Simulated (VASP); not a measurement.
Ge:

```
Ge
1.0
     2.26692    0.00000    0.00000
    -1.13346    1.96321    0.00000
     0.00000    0.00000    3.70335
Ge
2
Cartesian
  0.0000 1.3088 0.9258
  1.1335 0.6544 2.7775
```

This cell differs from its parent crystal: volume scaled by 0.45.

Base run:

```yaml
Program: VASP 6.6.1
Functional: PBEsol
Potentials_or_basis: VASP PAW PBE potentials, release 64 (Ge_d)
Cutoff: 520 eV
k_mesh: 16 × 16 × 9
Occupations: fermi-dirac, width 0.08 eV
Spin: no spin polarisation
```

Its results: band gap on the k mesh zero (band 14 reaches 34.49 eV, above the bottom of band 15 at 15.49 eV); pressure 360.1 GPa.

The run is repeated on the same cell with these changes: further incar settings from ALGO = Normal; EDIFF = 1e-07; NBANDS = 21 to ALGO = Normal; EDIFF = 1e-06; NBANDS = 21. What comes out?

Band gap on the k mesh zero (band 14 reaches 34.49 eV, above the bottom of band 15 at 15.49 eV); pressure 359.7 GPa.

Caveats: the PAW data sets were made with another functional, which shifts forces and pressure a little.
